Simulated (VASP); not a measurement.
# Sb (R-3m) in VASP: single point with PBEsol

Aim: the single point of Sb with PBEsol.

Everything below comes from runs of VASP 6.6.1. Logs are shortened: lines on timing, memory, paths and dates and some standing lists are left out, and cuts for length are marked.

### 1 The cell of the first run

Symmetry: R-3m, No. 166, trigonal system. The conventional cell has a = 4.322 Å, b = 4.322 Å, c = 11.064 Å, α = 90.00°, β = 90.00°, γ = 120.00°. Sb (site symmetry 3m) has 6 Sb at 2.93 to 3.30 Å within 3.9 Å.

### 2 Single point, PBEsol

INCAR reads:

```
SYSTEM = Sb
ALGO = Normal ; EDIFF = 1E-7
ENCUT = 520 ; GGA = PS
ISIF = 2 ; ISMEAR = 0
LASPH = .TRUE. ; LCHARG = .FALSE.
LREAL = .FALSE. ; LWAVE = .FALSE.
NBANDS = 12 ; NELM = 60
PREC = Accurate ; SIGMA = 0.1
```

KPOINTS reads:

```
k-points
0
G
  18 18 18
  0 0 0
```

POSCAR reads:

```
Sb
1.0
    2.1610468774      1.2476809964      3.6880788114
   -2.1610468774      1.2476809964      3.6880788114
    0.0000000000     -2.4953619928      3.6880788114
Sb
2
Direct
    0.2356869044      0.2356869044      0.2356869044
    0.7643130956      0.7643130956      0.7643130956
```

Potentials or basis: VASP PAW PBE potentials, release 64 (Sb).

Started as:

```sh
$ cat potpaw_PBE.64/Sb/POTCAR > POTCAR
$ mpirun -np 1 vasp_std > vasp.out
```

OUTCAR:

```text
SYSTEM = Sb
   EDIFF = 1E-7
   ENCUT = 520
   GGA = PS
   ISIF = 2
   ISMEAR = 0
   LASPH = .TRUE.
   LREAL = .FALSE.
   NELM = 60
   PREC = Accurate

 ion  position               nearest neighbor table
   1  0.236  0.236  0.236-   2 2.93   2 2.93   2 2.93   2 3.30   2 3.30   2 3.30
   2  0.764  0.764  0.764-   1 2.93   1 2.93   1 2.93   1 3.30   1 3.30   1 3.30

  LATTYP: Found a trigonal (rhomboedric) cell.
 ALAT       =     4.4529492243
 COS(alpha) =     0.5289544721

  Lattice vectors:

 A1 = (   2.1610468774,   1.2476809964,   3.6880788114)
 A2 = (  -2.1610468774,   1.2476809964,   3.6880788114)
 A3 = (   0.0000000000,  -2.4953619928,   3.6880788114)

Analysis of symmetry for initial positions (statically):
=====================================================================
 Subroutine PRICEL returns:
 Original cell was already a primitive cell.

 Routine SETGRP: Setting up the symmetry group for a
 trigonal (rhombohedral) supercell.

 Subroutine GETGRP returns: Found 12 space group operations
 (whereof 12 operations were pure point group operations)
 out of a pool of 12 trial point group operations.

The static configuration has the point symmetry D_3d.

Analysis of symmetry for dynamics (positions and initial velocities):
=====================================================================
 Subroutine PRICEL returns:
 Original cell was already a primitive cell.

 Routine SETGRP: Setting up the symmetry group for a
 trigonal (rhombohedral) supercell.

 Subroutine GETGRP returns: Found 12 space group operations
 (whereof 12 operations were pure point group operations)
 out of a pool of 12 trial point group operations.

The dynamic configuration has the point symmetry D_3d.

 Subroutine INISYM returns: Found 12 space group operations
 (whereof 12 operations are pure point group operations),
 and found     1 'primitive' translations

----------------------------------------------------------------------------------------

                                     Primitive cell

  volume of cell :      59.6649

  direct lattice vectors                    reciprocal lattice vectors
     2.161046877  1.247680996  3.688078811     0.231369345  0.133581153  0.090381293
    -2.161046877  1.247680996  3.688078811    -0.231369345  0.133581153  0.090381293
     0.000000000 -2.495361993  3.688078811     0.000000000 -0.267162307  0.090381293

  length of vectors
     4.452949224  4.452949224  4.452949224     0.282036303  0.282036303  0.282036303

  position of ions in fractional coordinates (direct lattice)
     0.235686904  0.235686904  0.235686904
     0.764313096  0.764313096  0.764313096

  ion indices of the primitive-cell ions
   primitive index   ion index
                 1           1
                 2           2

----------------------------------------------------------------------------------------

 KPOINTS: k-points

Automatic generation of k-mesh.
 Grid dimensions read from file:
 generate k-points for:   18   18   18

 Generating k-lattice:

  Cartesian coordinates                     Fractional coordinates (reciprocal lattice)
     0.012853852  0.007421175  0.005021183     0.055555556  0.000000000  0.000000000
    -0.012853852  0.007421175  0.005021183     0.000000000  0.055555556  0.000000000
     0.000000000 -0.014842350  0.005021183     0.000000000  0.000000000  0.055555556

  Length of vectors
     0.015668684  0.015668684  0.015668684

  Shift w.r.t. Gamma in fractional coordinates (k-lattice)
     0.000000000  0.000000000  0.000000000

 Subroutine IBZKPT returns following result:
 ===========================================

 Found    580 irreducible k-points:

 Following reciprocal coordinates:
            Coordinates               Weight
  0.000000  0.000000  0.000000      1.000000
  0.055556  0.000000  0.000000      6.000000
  0.111111  0.000000  0.000000      6.000000
  0.166667 -0.000000  0.000000      6.000000
  0.222222  0.000000  0.000000      6.000000
  0.277778 -0.000000  0.000000      6.000000
[... 16 lines left out ...]
 -0.277778  0.055556  0.000000     12.000000
 -0.222222  0.055556  0.000000     12.000000
 [... further k-points ...]
   k-points           NKPTS =    580   k-points in BZ     NKDIM =    580   number of bands    NBANDS=     12
   number of dos      NEDOS =    301   number of ions     NIONS =      2
   total plane-waves  NPLWV =  46656
   dimension x,y,z NGX =    36 NGY =   36 NGZ =   36
   dimension x,y,z NGXF=    72 NGYF=   72 NGZF=   72
   ions per type =               2
   NGX,Y,Z   is equivalent  to a cutoff of  13.44, 13.44, 13.44 a.u.
   NGXF,Y,Z  is equivalent  to a cutoff of  26.88, 26.88, 26.88 a.u.
 SYSTEM =  Sb
   PREC   = accura    normal or accurate (medium, high low for compatibility)
   ISTART =      0    job   : 0-new  1-cont  2-samecut
   ICHARG =      2    charge: 1-file 2-atom 10-const
   ISPIN  =      1    spin polarized calculation?
   LNONCOLLINEAR =      F non collinear calculations
   LSORBIT =      F    spin-orbit coupling
   LASPH  =      T    aspherical Exc in radial PAW
   ENCUT  =  520.0 eV  38.22 Ry    6.18 a.u.   8.28  8.28  8.28*2*pi/ulx,y,z
   NELM   =     60;   NELMIN=  2; NELMDL= -5     # of ELM steps
   EDIFF  = 0.1E-06   stopping-criterion for ELM
   LREAL  =      F    real-space projection
   EDIFFG = 0.1E-05   stopping-criterion for IOM
   NSW    =      0    number of steps for IOM
   IBRION =     -1    ionic relax: 0-MD 1-quasi-New 2-CG
   NFREE  =      0    steps in history (QN), initial steepest desc. (CG)
   ISIF   =      2    stress and relaxation
   ISYM   =      2    0-nonsym 1-usesym 2-fastsym
   POTIM  = 0.5000    time-step for ionic-motion
   TEBEG  =    0.0;   TEEND  =   0.0 temperature during run
   PSTRESS=    0.0 pullay stress
   NELECT =      10.0000    total number of electrons
   NUPDOWN=      -1.0000    fix difference up-down
   EMIN   =  10.00;   EMAX   =-10.00  energy-range for DOS
   EFERMI =   0.00;   METHOD = LEGACY
   ISMEAR =     0;   SIGMA  =   0.10  broadening in eV -4-tet -1-fermi 0-gaus
   EFERMI_NEDOS =   21; number of points for ismear=-14 and -15
   IALGO  =     38    algorithm
   IMIX   =      4    mixing-type and parameters
     AMIX     =   0.40;   BMIX     =  1.00
     AMIX_MAG =   1.60;   BMIX_MAG =  1.00
  volume/ion in A,a.u.               =      29.83       201.32
  Fermi-wavevector in a.u.,A,eV,Ry     =   0.902613  1.705692 11.084815  0.814711
  Thomas-Fermi vector in A             =   2.025838
   LORBIT       =      0    0 simple, 1 ext, 2 COOP (PROOUT), +10 PAW based schemes
   GGA     = PS    functional components
   LHFCALC =     F    Hartree Fock is set to
   AEXX    =    0.0000 exact exchange contribution
   IVDW    =     0    specifies the selected vdW correction
   LEPSILON=     F    determine dielectric tensor
   LRPA    =     F    only Hartree local field effects (RPA)
 non-spin polarized calculation
 Gauss-broadening in eV      SIGMA  =   0.10
  energy-cutoff  :      520.00
  volume of cell :       59.66
 maximum number of plane-waves:      1626
 NGX is ok and might be reduce to    36
   NGX = 17   NGY = 17   NGZ = 17

 number of electron      10.0000000 magnetization

 Free energy of the ion-electron system (eV)
  ---------------------------------------------------
  ext. energy  EPLUGINS =         0.00000000
  ---------------------------------------------------
  free energy    TOTEN  =        -9.11465098 eV

  energy without entropy =       -9.11363001  energy(sigma->0) =       -9.11414050

 E-fermi :   7.2077     XC(G=0):  -9.7252

 val. band max:        7.1935722670   @ k =   0.3333   0.1111   0.1111
 cond. band min:       7.2222034130   @ k =   0.4444   0.0556   0.0556
 fundamental gap:      0.0286311461
 Fermi energy:         7.2076599792

 k-point     1 :       0.0000    0.0000    0.0000
  band No.  band energies     occupation
      1      -5.5035      2.00000
      2       2.5384      2.00000
      3       5.2870      2.00000
      4       5.4360      2.00000
      5       5.4360      2.00000
      6       9.5410      0.00000
      7      10.0572      0.00000
      8      10.0572      0.00000
      9      12.1961      0.00000
     10      12.1961      0.00000
     11      12.3624      0.00000
     12      13.7425      0.00000

 k-point     2 :       0.0556    0.0000    0.0000
  band No.  band energies     occupation
      1      -5.4692      2.00000
      2       2.3618      2.00000
      3       5.3025      2.00000
      4       5.4311      2.00000
      5       5.5183      2.00000
      6       9.5083      0.00000
      7       9.9531      0.00000
      8       9.9574      0.00000
      9      12.0319      0.00000
     10      12.1982      0.00000
     11      12.2756      0.00000
     12      14.0315      0.00000

 k-point     3 :       0.1111    0.0000    0.0000
  band No.  band energies     occupation
      1      -5.3665      2.00000
      2       1.9063      2.00000
      3       5.3150      2.00000
      4       5.4190      2.00000
      5       5.7317      2.00000
      6       9.3768      0.00000
      7       9.6785      0.00000
      8       9.6793      0.00000
      9      11.7811      0.00000
     10      12.2154      0.00000
     11      12.2865      0.00000
     12      14.6717      0.00000
[... 286 lines left out ...]
 k-point    23 :      -0.2778    0.0556    0.0000
  band No.  band energies     occupation
      1      -4.5046      2.00000
      2      -0.3540      2.00000
      3       4.8824      2.00000
      4       5.7794      2.00000
      5       6.4331      2.00000
      6       7.8465      0.00000
      7       7.9165      0.00000
      8       9.2234      0.00000
      9      12.3103      0.00000
     10      13.1170      0.00000
     11      14.2791      0.00000
     12      17.0751      0.00000

 k-point    24 :      -0.2222    0.0556    0.0000
  band No.  band energies     occupation
      1      -4.8295      2.00000
      2       0.3413      2.00000
      3       4.9041      2.00000
      4       5.7147      2.00000
      5       6.3216      2.00000
      6       8.2401      0.00000
      7       8.3010      0.00000
      8       9.5506      0.00000
      9      11.8713      0.00000
     10      12.6577      0.00000
     11      13.6085      0.00000
     12      16.1650      0.00000

 [... further k-points ...]

------------------------ aborting loop because EDIFF is reached ----------------------------------------

  FORCE on cell =-STRESS in cart. coord.  units (eV):
  Direction    XX          YY          ZZ          XY          YZ          ZX
  --------------------------------------------------------------------------------------
  -------------------------------------------------------------------------------------
  Total        0.0613867      0.0613867      0.0495163      0.0000000     -0.0000000      0.0000000
  in kB        1.6484116      1.6484116      1.3296579      0.0000000     -0.0000000      0.0000000
  external PRESSURE =       1.5421604 kB  Pullay stress =       0.0000000 kB

 VOLUME and BASIS-vectors are now :
 -----------------------------------------------------------------------------
  energy-cutoff  :      520.00
  volume of cell :       59.66
      direct lattice vectors                 reciprocal lattice vectors
     2.161046877  1.247680996  3.688078811     0.231369345  0.133581153  0.090381293
    -2.161046877  1.247680996  3.688078811    -0.231369345  0.133581153  0.090381293
     0.000000000 -2.495361993  3.688078811     0.000000000 -0.267162307  0.090381293

 POSITION                                       TOTAL-FORCE (eV/Angst)
 -----------------------------------------------------------------------------------
      0.00000      0.00000      2.60770         0.000000      0.000000      0.066799
      0.00000      0.00000      8.45654         0.000000      0.000000     -0.066799
 -----------------------------------------------------------------------------------
    total drift:                                0.000000     -0.000000     -0.000000

  FREE ENERGIE OF THE ION-ELECTRON SYSTEM (eV)
  ---------------------------------------------------
  free  energy   TOTEN  =        -9.1146509819 eV

  energy  without entropy=       -9.1136300120  energy(sigma->0) =       -9.11414050
```

It took 2.3 min on 1 thread of Intel Xeon 6975P-C (Granite Rapids), shared host; peak memory 0.47 GiB.

Results:

| Quantity | Value |
| --- | --- |
| Free energy | -9.1147 eV |
| Pressure | 0.2 GPa |
| Largest force | 0.067 eV/Å |
| Band gap on the k mesh | zero (band 5 reaches 7.32 eV, above the bottom of band 6 at 7.05 eV) |

Forces on the atoms (eV/Å):
```
Sb   0.000  0.000  0.067
Sb   0.000  0.000 -0.067
```

Levels at points of the mesh, in eV from the Fermi level:
| k point | band 2 | band 3 | band 4 | band 5 | band 6 | band 7 | band 8 | band 9 |
| --- | --- | --- | --- | --- | --- | --- | --- | --- |
| (0.00, 0.00, 0.00) | -4.67 | -1.92 | -1.77 | -1.77 | 2.33 | 2.85 | 2.85 | 4.99 |
| (0.50, 0.00, 0.00) | -9.67 | -1.74 | -1.56 | -0.25 | -0.16 | 0.25 | 0.36 | 7.83 |
| (0.50, 0.50, 0.00) | -7.87 | -5.52 | -3.72 | -3.68 | 1.59 | 5.10 | 5.52 | 7.16 |
| (0.50, 0.50, 0.50) | -9.08 | -1.23 | -1.23 | -0.46 | 0.02 | 0.02 | 1.01 | 7.26 |

Caveat: the PAW data sets were made with another functional, which shifts forces and pressure a little; spin-orbit coupling is left out, which moves the levels of the heavy elements.
